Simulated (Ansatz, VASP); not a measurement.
F in VASP and in Ansatz

Contents of INCAR:

```
  ALGO = Normal
  EDIFF = 1E-6
  ENCUT = 520
  GGA = CA
  ISIF = 2
  ISMEAR = -1
  LASPH = True
  LCHARG = False
  LREAL = False
  LWAVE = False
  NBANDS = 10
  NELM = 60
  PREC = Accurate
  SIGMA = 0.08
```

The input KPOINTS:

```
k-points
0
Gamma
  17 17 17
```

POSCAR

```
F
1.0
    1.6542738754      0.0000000000      0.0000000000
    0.0000000000      1.6542738754      0.0000000000
    0.0000000000      0.0000000000      1.6542738754
F
1
Direct
    0.0000000000      0.0000000000      0.0000000000
```

Input for Ansatz:

```yaml
crystal:
  lattice:
    - [1.6542738754, 0.0, 0.0]
    - [0.0, 1.6542738754, 0.0]
    - [0.0, 0.0, 1.6542738754]
  atoms:
    - { symbol: F, position: [0.0, 0.0, 0.0] }
kpoints:
  mp_grid: { grid: [17, 17, 17] }
scf:
  occupations: { method: fermi_dirac, width: 0.08 }
hamiltonian:
  xc: lda
  pseudopotentials: { kind: all_electron, lapw: { basis_error: 0.001 } }
output:
  forces: true
  stress: true
  eigenvalues: true
  populations: true
```

Change from the starting cell: volume scaled by 0.5, LAPW.

Alike in both runs: task single point; functional LDA; k mesh 17 × 17 × 17; occupations fermi-dirac, width 0.08 eV; no spin polarisation.

|  | VASP | Ansatz |
| --- | --- | --- |
| version | VASP 6.6.1 | Ansatz 0.2.0 |
| potentials or method | VASP PAW LDA potentials, release 64 (F), cutoff 520 eV | all-electron LAPW, scalar-relativistic |

VASP gave:

| Item | Value |
| --- | --- |
| pressure (GPa) | 397.2 |

What did Ansatz give for the same quantities?

Pressure (GPa): 396.8.

LDA's correlation is that of Perdew and Zunger in VASP and of Perdew and Wang (1992) in Ansatz. Both programs put the cell under a high pressure, so it lies far from rest at this level. Ansatz ran all-electron here, and VASP with PAW potentials.

Noted on VASP's run: the cell as given lies far from equilibrium.
